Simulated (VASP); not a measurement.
Here is a VASP 6.6.1 calculation.

File INCAR:

```
PREC = Accurate ; ENCUT = 520
EDIFF = 1E-6 ; ISMEAR = 0
SIGMA = 0.01 ; LREAL = F
LASPH = T ; NELM = 100
ALGO = Normal ; ISIF = 2
LWAVE = F ; LCHARG = T
GGA = PE ; LELF = T
LVHAR = T ; NBANDS = 11
```

Contents of KPOINTS:

```
regular mesh
0
Gamma
  6 6 6
```

Contents of POSCAR:

```
Si
1.0
    0.0000000000      2.7667805704      2.7667805704
    2.7667805704      0.0000000000      2.7667805704
    2.7667805704      2.7667805704      0.0000000000
Si
2
Direct
    0.7500000000      0.7500000000      0.7500000000
    0.5000000000      0.5000000000      0.5000000000
```

Potentials or basis: VASP PAW PBE potentials, release 64 (Si).

The run is started by

```bash
$ cat potpaw_PBE.64/Si/POTCAR > POTCAR
$ mpirun -np 1 vasp_std > vasp.out
```

(1) Predict the pressure.

(2) Estimate the band gap on the k mesh.

Results:

(1) -2.9 GPa.

(2) 0.80 eV, indirect (least direct gap 2.49 eV).
